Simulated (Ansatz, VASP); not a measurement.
Two plane-wave programs on AgI

```xyz
2
Lattice="0.0000 3.2886 3.2886 3.2886 0.0000 3.2886 3.2886 3.2886 0.0000" Properties=species:S:1:pos:R:3 pbc="T T T"
Ag    0.0000    0.0000    0.0000
I     1.6443    1.6443    1.6443
```

Alike in both runs: task single point; functional HF; k mesh 4 × 4 × 4; no spin polarisation.

|  | VASP | Ansatz |
| --- | --- | --- |
| version | VASP 6.6.1 | Ansatz 0.2.0 |
| potentials or method | VASP PAW PBE potentials, release 64 (Ag, I) | plane waves |
| plane-wave cutoff (eV) | 400 | 420 |
| occupations | gaussian, width 0.01 eV | fixed |
| valence electrons in the cell | 18 | 36 |

Ansatz gave:

| Item | Value |
| --- | --- |
| gap on the k mesh at the Fermi level (eV) | 8.90 |
| pressure (GPa) | 6.0 |

**Question.** Which values does VASP return?

**Answer.** gap on the k mesh at the Fermi level (eV): 8.92; pressure (GPa): 5.3.

VASP's potentials were made for PBE, not for HF. VASP's potentials hold 18 valence electrons a cell and Ansatz's 36, so a difference there can come from the potentials and not from the codes. Ansatz's warnings: stress exchange threshold loose, stress scf threshold loose.

Neither program's run includes spin-orbit coupling.
